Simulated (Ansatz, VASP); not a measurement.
**KBr in VASP and in Ansatz**

```
CELL_PARAMETERS angstrom
0.80256 3.73877 3.73877
3.73877 0.80256 3.73877
3.73877 3.73877 0.80256
ATOMIC_POSITIONS crystal
K 0.00000 0.00000 0.00000
Br 0.50000 0.50000 0.50000
```

Alike in both runs: task single point; functional PBE; k mesh 8 × 8 × 8; occupations gaussian, width 0.05 eV; no spin polarisation.

|  | VASP | Ansatz |
| --- | --- | --- |
| version | VASP 6.6.1 | Ansatz 0.2.0 |
| potentials or method | VASP PAW PBE potentials, release 64 (K_sv, Br), cutoff 520 eV | scalar-relativistic, plane waves, PAW |
| valence electrons in the cell | 16 | 16 |

```tsv
	VASP	Ansatz	Ansatz less VASP
gap on the k mesh at the Fermi level (eV)	3.19	3.19	+0.001
least direct gap on the mesh (eV)	3.19	3.19	+0.001
pressure (GPa)	0.1	0.1	-0.03
traceless stress, the component that is largest in VASP (GPa)	-2.24	-2.25	-0.007
```

The functional is the same, so the differences come from potentials, cutoffs and numerics.
